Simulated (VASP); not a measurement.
SnO2, 6 atoms in the cell. Symmetry: I4_1/amd, No. 141, tetragonal system. Conventional cell: a = 4.171 Å, b = 4.171 Å, c = 10.691 Å, α = 90.00°, β = 90.00°, γ = 90.00°. Within 2.8 Å of Sn (site symmetry -4m2) lie 6 O at 2.10 to 2.16 Å. Within 2.8 Å of O (site symmetry 2mm) lie 3 Sn at 2.10 to 2.16 Å and 2 O at 2.59 Å. 

```yaml
Program: VASP 6.6.1
Task: single point
Functional: LDA
Potentials_or_basis: VASP PAW LDA potentials, release 64 (Sn_d, O)
Cutoff: 520 eV
k_mesh: 10 × 10 × 10
Occupations: gaussian, width 0.05 eV
Spin: no spin polarisation
Dipole_correction: no
Further_INCAR_settings: ALGO = Normal; EDIFF = 1e-07; NBANDS = 35
```

Potentials or basis: VASP PAW LDA potentials, release 64 (Sn_d, O).

The run is started by

```bash
$ cat potpaw_LDA.64/Sn_d/POTCAR potpaw_LDA.64/O/POTCAR > POTCAR
$ mpirun -np 1 vasp_std > vasp.out
```

Hardware: 1 thread of Oxide Virtual Turin-like Processor (shared host).

Q: Estimate the wall time of this run.

A: It took 12 min on 1 thread of Oxide Virtual Turin-like Processor, on a shared host, peak memory 0.39 GiB. Counts: scf iterations 14, k points 102.
